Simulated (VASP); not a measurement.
# N (P2_13) in VASP: notebook

N is run at these levels: r2SCAN; tasks: relaxation of cell and atoms, single point.

Program: VASP 6.6.1. These are calculated values, not measurements. Logs are shortened: lines on timing, memory, paths and dates and some standing lists are left out, and cuts for length are marked.

## Step 1: The cell of the first run

Symmetry: P2_13, No. 198, cubic system. The conventional cell has a = 5.815 Å, b = 5.815 Å, c = 5.815 Å, α = 90.00°, β = 90.00°, γ = 90.00°. Within 1.5 Å of N (site symmetry 3) lie 1 N at 1.11 Å. Within 1.5 Å of N (site symmetry 3) lie 1 N at 1.11 Å.

## Step 2: Relaxation of cell and atoms, r2SCAN

Contents of POSCAR:

```
N
1.0
    5.8151017200      0.0000000000      0.0000000000
    0.0000000000      5.8151017200      0.0000000000
    0.0000000000      0.0000000000      5.8151017200
N
8
Direct
    0.0639014400      0.0639014400      0.0639014400
    0.4360985600      0.9360985600      0.5639014400
    0.5639014400      0.4360985600      0.9360985600
    0.9360985600      0.5639014400      0.4360985600
    0.9541388600      0.9541388600      0.9541388600
    0.5458611400      0.0458611400      0.4541388600
    0.4541388600      0.5458611400      0.0458611400
    0.0458611400      0.4541388600      0.5458611400
```

Contents of INCAR.step1:

```
  PREC = Accurate
  ENCUT = 600
  ISMEAR = 0
  SIGMA = 0.1
  LREAL = False
  LASPH = True
  NELM = 100
  GGA = PE
  ALGO = Normal
  EDIFF = 1E-4
  LWAVE = True
  LCHARG = False
```

Contents of INCAR.step2:

```
  PREC = Accurate
  ENCUT = 600
  EDIFF = 1E-7
  ISMEAR = 0
  SIGMA = 0.1
  LREAL = False
  LASPH = True
  NELM = 100
  ALGO = Normal
  ISIF = 3
  LWAVE = False
  LCHARG = False
  METAGGA = R2SCAN
  LMIXTAU = True
  IBRION = 2
  NSW = 90
  EDIFFG = -0.04
  ISTART = 1
```

Contents of KPOINTS:

```
Automatic mesh
0
Gamma
  4 4 4
```

Potentials or basis: VASP PAW PBE potentials, release 64 (N).

Started as:

```console
$ cat potpaw_PBE.64/N/POTCAR > POTCAR
$ cp INCAR.step1 INCAR
$ mpirun -np 1 vasp_std > vasp.out
$ cp INCAR.step2 INCAR
$ mpirun -np 1 vasp_std > vasp.out
```

OUTCAR:

```text
PREC = Accurate
   ENCUT = 600
   EDIFF = 1E-7
   ISMEAR = 0
   LREAL = False
   LASPH = True
   NELM = 100
   ISIF = 3
   METAGGA = R2SCAN
   IBRION = 2
   NSW = 90
   EDIFFG = -0.04
   ISTART = 1

 ion  position               nearest neighbor table
   1  0.064  0.064  0.064-   5 1.11
   2  0.436  0.936  0.564-   6 1.11
   3  0.564  0.436  0.936-   7 1.11
   4  0.936  0.564  0.436-   8 1.11
   5  0.954  0.954  0.954-   1 1.11
   6  0.546  0.046  0.454-   2 1.11
   7  0.454  0.546  0.046-   3 1.11
   8  0.046  0.454  0.546-   4 1.11

  LATTYP: Found a simple cubic cell.
 ALAT       =     5.8151017200

  Lattice vectors:

 A1 = (   5.8151017200,   0.0000000000,   0.0000000000)
 A2 = (   0.0000000000,   5.8151017200,   0.0000000000)
 A3 = (   0.0000000000,   0.0000000000,   5.8151017200)

Analysis of symmetry for initial positions (statically):
=====================================================================
 Subroutine PRICEL returns:
 Original cell was already a primitive cell.

 Routine SETGRP: Setting up the symmetry group for a
 simple cubic supercell.

 Subroutine GETGRP returns: Found 12 space group operations
 (whereof  3 operations were pure point group operations)
 out of a pool of 48 trial point group operations.

The static configuration has the point symmetry C_3 .
 The point group associated with its full space group is T   .

Analysis of symmetry for dynamics (positions and initial velocities):
=====================================================================
 Subroutine PRICEL returns:
 Original cell was already a primitive cell.

 Routine SETGRP: Setting up the symmetry group for a
 simple cubic supercell.

 Subroutine GETGRP returns: Found 12 space group operations
 (whereof  3 operations were pure point group operations)
 out of a pool of 48 trial point group operations.

The dynamic configuration has the point symmetry C_3 .
 The point group associated with its full space group is T   .

 Subroutine INISYM returns: Found 12 space group operations
 (whereof  3 operations are pure point group operations),
 and found     1 'primitive' translations

----------------------------------------------------------------------------------------

                                     Primitive cell

  volume of cell :     196.6400
[... 73 lines left out ...]
   dimension x,y,z NGXF=    96 NGYF=   96 NGZF=   96
   ions per type =               8
   NGX,Y,Z   is equivalent  to a cutoff of  13.72, 13.72, 13.72 a.u.
   NGXF,Y,Z  is equivalent  to a cutoff of  27.45, 27.45, 27.45 a.u.
 SYSTEM =  unknown system
   PREC   = accura    normal or accurate (medium, high low for compatibility)
   ISTART =      1    job   : 0-new  1-cont  2-samecut
   ICHARG =      0    charge: 1-file 2-atom 10-const
   ISPIN  =      1    spin polarized calculation?
   LNONCOLLINEAR =      F non collinear calculations
   LSORBIT =      F    spin-orbit coupling
   LASPH  =      T    aspherical Exc in radial PAW
   ENCUT  =  600.0 eV  44.10 Ry    6.64 a.u.  11.61 11.61 11.61*2*pi/ulx,y,z
   NELM   =    100;   NELMIN=  2; NELMDL=  0     # of ELM steps
   EDIFF  = 0.1E-06   stopping-criterion for ELM
   LREAL  =      F    real-space projection
   EDIFFG = -.4E-01   stopping-criterion for IOM
   NSW    =     90    number of steps for IOM
   IBRION =      2    ionic relax: 0-MD 1-quasi-New 2-CG
   NFREE  =      1    steps in history (QN), initial steepest desc. (CG)
   ISIF   =      3    stress and relaxation
   ISYM   =      2    0-nonsym 1-usesym 2-fastsym
   POTIM  = 0.5000    time-step for ionic-motion
   TEBEG  =    0.0;   TEEND  =   0.0 temperature during run
   PSTRESS=    0.0 pullay stress
   NELECT =      40.0000    total number of electrons
   NUPDOWN=      -1.0000    fix difference up-down
   EMIN   =  10.00;   EMAX   =-10.00  energy-range for DOS
   EFERMI =   0.00;   METHOD = LEGACY
   ISMEAR =     0;   SIGMA  =   0.10  broadening in eV -4-tet -1-fermi 0-gaus
   EFERMI_NEDOS =   21; number of points for ismear=-14 and -15
   IALGO  =     38    algorithm
   IMIX   =      4    mixing-type and parameters
     AMIX     =   0.40;   BMIX     =  1.00
     AMIX_MAG =   1.60;   BMIX_MAG =  1.00
  volume/ion in A,a.u.               =      24.58       165.87
  Fermi-wavevector in a.u.,A,eV,Ry     =   0.962803  1.819434 12.612464  0.926990
  Thomas-Fermi vector in A             =   2.092294
   LORBIT       =      0    0 simple, 1 ext, 2 COOP (PROOUT), +10 PAW based schemes
   METAGGA = R2SCAN    functional components
   LHFCALC =     F    Hartree Fock is set to
   AEXX    =    0.0000 exact exchange contribution
   IVDW    =     0    specifies the selected vdW correction
   LEPSILON=     F    determine dielectric tensor
   LRPA    =     F    only Hartree local field effects (RPA)
 conjugate gradient relaxation of ions
 non-spin polarized calculation
 Gauss-broadening in eV      SIGMA  =   0.10
  energy-cutoff  :      600.00
  volume of cell :      196.64
 maximum number of plane-waves:      6704
 NGX is ok and might be reduce to    48
   NGX = 23   NGY = 23   NGZ = 23

--------------------------------------- Ionic step        1  -------------------------------------------

 number of electron      40.0000000 magnetization

 Free energy of the ion-electron system (eV)
  ---------------------------------------------------
  ext. energy  EPLUGINS =         0.00000000
  ---------------------------------------------------
  free energy    TOTEN  =       -73.02121626 eV

  energy without entropy =      -73.02121626  energy(sigma->0) =      -73.02121626

------------------------ aborting loop because EDIFF is reached ----------------------------------------

  FORCE on cell =-STRESS in cart. coord.  units (eV):
  Direction    XX          YY          ZZ          XY          YZ          ZX
  --------------------------------------------------------------------------------------
  -------------------------------------------------------------------------------------
  Total       -0.0840055     -0.0840055     -0.0840055      0.0000000      0.0000000      0.0000000
  in kB       -0.6844576     -0.6844576     -0.6844576      0.0000000      0.0000000      0.0000000
  external PRESSURE =      -0.6844576 kB  Pullay stress =       0.0000000 kB
[... 71 lines left out ...]
--------------------------------------- Ionic step        3  -------------------------------------------

 number of electron      40.0000000 magnetization

 Free energy of the ion-electron system (eV)
  ---------------------------------------------------
  ext. energy  EPLUGINS =         0.00000000
  ---------------------------------------------------
  free energy    TOTEN  =       -73.02129602 eV

  energy without entropy =      -73.02129602  energy(sigma->0) =      -73.02129602

 E-fermi :  -6.8766     XC(G=0):  -6.2070

 val. band max:       -7.3837216576   @ k =   0.5000   0.0000   0.0000
 cond. band min:       0.7392861773   @ k =   0.0000   0.0000   0.0000
 fundamental gap:      8.1230078348
 Fermi energy:        -6.8765770517

 k-point     1 :       0.0000    0.0000    0.0000
  band No.  band energies     occupation
      1     -26.5549      2.00000
      2     -26.5139      2.00000
      3     -26.5139      2.00000
      4     -26.5139      2.00000
      5     -11.2013      2.00000
      6     -11.2013      2.00000
[... 332 lines left out ...]
  FREE ENERGIE OF THE ION-ELECTRON SYSTEM (eV)
  ---------------------------------------------------
  free  energy   TOTEN  =       -73.0212960199 eV

  energy  without entropy=      -73.0212960199  energy(sigma->0) =      -73.02129602

 reached required accuracy - stopping structural energy minimisation
```

OUTCAR.step1:

```text
PREC = Accurate
   ENCUT = 600
   ISMEAR = 0
   LREAL = False
   LASPH = True
[... 538 lines left out ...]
      5.54841      5.54841      5.54841        -0.599714     -0.599714     -0.599714
      3.17424      0.26669      2.64086         0.599714      0.599714     -0.599714
      2.64086      3.17424      0.26669        -0.599714      0.599714      0.599714
      0.26669      2.64086      3.17424         0.599714     -0.599714      0.599714
 -----------------------------------------------------------------------------------
    total drift:                               -0.000000     -0.000000      0.000000

  FREE ENERGIE OF THE ION-ELECTRON SYSTEM (eV)
  ---------------------------------------------------
  free  energy   TOTEN  =       -66.6988146148 eV

  energy  without entropy=      -66.6988146148  energy(sigma->0) =      -66.69881461
```

OSZICAR.step1:

```text
N       E                     dE             d eps       ncg     rms          rms(c)
DAV:   1     0.296433576372E+03    0.29643E+03   -0.19403E+04   550   0.149E+03
DAV:   2    -0.388379015142E+02   -0.33527E+03   -0.33006E+03   728   0.327E+02
DAV:   3    -0.695445701643E+02   -0.30707E+02   -0.30619E+02   619   0.110E+02
DAV:   4    -0.700347824551E+02   -0.49021E+00   -0.48985E+00   732   0.150E+01
DAV:   5    -0.700480523278E+02   -0.13270E-01   -0.13268E-01   817   0.192E+00    0.158E+01
DAV:   6    -0.673351302983E+02    0.27129E+01   -0.41145E+00   666   0.126E+01    0.906E+00
DAV:   7    -0.667139685834E+02    0.62116E+00   -0.26882E+00   717   0.104E+01    0.255E+00
DAV:   8    -0.667000273990E+02    0.13941E-01   -0.22891E-01   704   0.316E+00    0.421E-01
DAV:   9    -0.666986403321E+02    0.13871E-02   -0.11198E-02   736   0.637E-01    0.184E-01
DAV:  10    -0.666988725455E+02   -0.23221E-03   -0.11011E-03   697   0.258E-01    0.871E-02
DAV:  11    -0.666988146148E+02    0.57931E-04   -0.14899E-04   559   0.927E-02
   1 F= -.66698815E+02 E0= -.66698815E+02  d E =-.476587E-13
```

Wall time 9.9 min (1 thread of AMD EPYC 7R13 (Zen 3), shared host); peak memory 0.34 GiB.

Results:

```
Free energy                            : -73.0213 eV
Relaxed volume                         : 24.58 Å³/atom
Relaxed cell                           : a = 5.815 Å, b = 5.815 Å, c = 5.815 Å, α = 90.00°, β = 90.00°, γ = 90.00°
Space group after relaxing (to 0.05 Å) : P2_13 (No. 198)
Energy gained by relaxing              : 0.0 meV/atom
Ionic steps                            : 3
Pressure after relaxing                : -0.2 GPa
Largest force after relaxing           : 0.019 eV/Å
Band gap on the k mesh                 : 8.12 eV, indirect (least direct gap 8.14 eV)
```

Forces in eV/Å, atoms in the order of the input:
```
N   -0.011 -0.011 -0.011
N    0.011  0.011 -0.011
N   -0.011  0.011  0.011
N    0.011 -0.011  0.011
N    0.002  0.002  0.002
N   -0.002 -0.002  0.002
N    0.002 -0.002 -0.002
N   -0.002  0.002 -0.002
```

Final structure:
```
N
1.0
     5.81486    0.00000    0.00000
     0.00000    5.81486    0.00000
     0.00000    0.00000    5.81486
N
8
Direct
  0.06393 0.06393 0.06393
  0.43607 0.93607 0.56393
  0.56393 0.43607 0.93607
  0.93607 0.56393 0.43607
  0.95411 0.95411 0.95411
  0.54589 0.04589 0.45411
  0.45411 0.54589 0.04589
  0.04589 0.45411 0.54589
```

Caveat: the standard files for N, O and F lose accuracy on very short bonds; the PAW data sets were made with another functional, which shifts forces and pressure a little.

## Step 3: Single point, r2SCAN

POSCAR is that of step 2.

Contents of INCAR.step1:

```
PREC     = Accurate       # precision mode
ENCUT    = 520            # plane-wave cutoff, eV
ISMEAR   = 0              # smearing method
SIGMA    = 0.1            # smearing width, eV
LREAL    = F              # projectors in reciprocal space
LASPH    = T              # aspherical terms in the spheres
NELM     = 100            # most SCF steps
NBANDS   = 30             # bands
GGA      = PE             # functional
ALGO     = Normal         # electronic algorithm
EDIFF    = 1E-4           # SCF threshold, eV
LWAVE    = T              # write WAVECAR
LCHARG   = F              # write CHGCAR
```

Contents of INCAR.step2:

```
PREC     = Accurate       # precision mode
ENCUT    = 520            # plane-wave cutoff, eV
EDIFF    = 1E-6           # SCF threshold, eV
ISMEAR   = 0              # smearing method
SIGMA    = 0.1            # smearing width, eV
LREAL    = F              # projectors in reciprocal space
LASPH    = T              # aspherical terms in the spheres
NELM     = 100            # most SCF steps
ALGO     = Normal         # electronic algorithm
ISIF     = 2              # what is computed and relaxed
LWAVE    = F              # write WAVECAR
LCHARG   = T              # write CHGCAR
METAGGA  = R2SCAN         # meta-GGA
LMIXTAU  = T            
LELF     = T              # ELF
LVHAR    = T            
NBANDS   = 30             # bands
ISTART   = 1
```

KPOINTS is that of step 2.

Potentials or basis: VASP PAW PBE potentials, release 64 (N).

Started as:

```console
$ cat potpaw_PBE.64/N/POTCAR > POTCAR
$ cp INCAR.step1 INCAR
$ mpirun -np 1 vasp_std > vasp.out
$ cp INCAR.step2 INCAR
$ mpirun -np 1 vasp_std > vasp.out
```

Run time: 4.1 min. Hardware: 1 thread of AMD EPYC 7R13 (Zen 3), shared host; peak memory 0.31 GiB.

The run converged. Its results:

```yaml
Free_energy: -72.9909 eV
Pressure: -0.1 GPa
Largest_force: 0.195 eV/Å
Band_gap_on_the_k_mesh: 8.13 eV, indirect (least direct gap 8.14 eV)
```

Forces in eV/Å, atoms in the order of the input:
```
N    0.104  0.104  0.104
N   -0.104 -0.104  0.104
N    0.104 -0.104 -0.104
N   -0.104  0.104 -0.104
N   -0.113 -0.113 -0.113
N    0.113  0.113 -0.113
N   -0.113  0.113  0.113
N    0.113 -0.113  0.113
```

Levels at points of the mesh, in eV from the valence-band top:
| k point | band 16 | band 17 | band 18 | band 19 | band 20 | band 21 | band 22 | band 23 | band 24 | band 25 |
| --- | --- | --- | --- | --- | --- | --- | --- | --- | --- | --- |
| (0.00, 0.00, 0.00) | -1.26 | -0.71 | -0.02 | -0.02 | -0.02 | 8.13 | 8.13 | 8.13 | 8.88 | 8.88 |
| (0.50, 0.00, 0.00) | -1.33 | -0.26 | -0.26 | 0.00 | 0.00 | 8.34 | 8.34 | 8.65 | 8.65 | 8.77 |
| (0.50, 0.50, 0.00) | -1.31 | -0.15 | -0.15 | -0.12 | -0.12 | 8.65 | 8.65 | 8.67 | 8.67 | 8.77 |
| (0.50, 0.50, 0.50) | -1.25 | -0.18 | -0.18 | -0.18 | -0.18 | 8.67 | 8.67 | 8.67 | 8.67 | 8.83 |

Caveat: the standard files for N, O and F lose accuracy on very short bonds; the PAW data sets were made with another functional, which shifts forces and pressure a little.
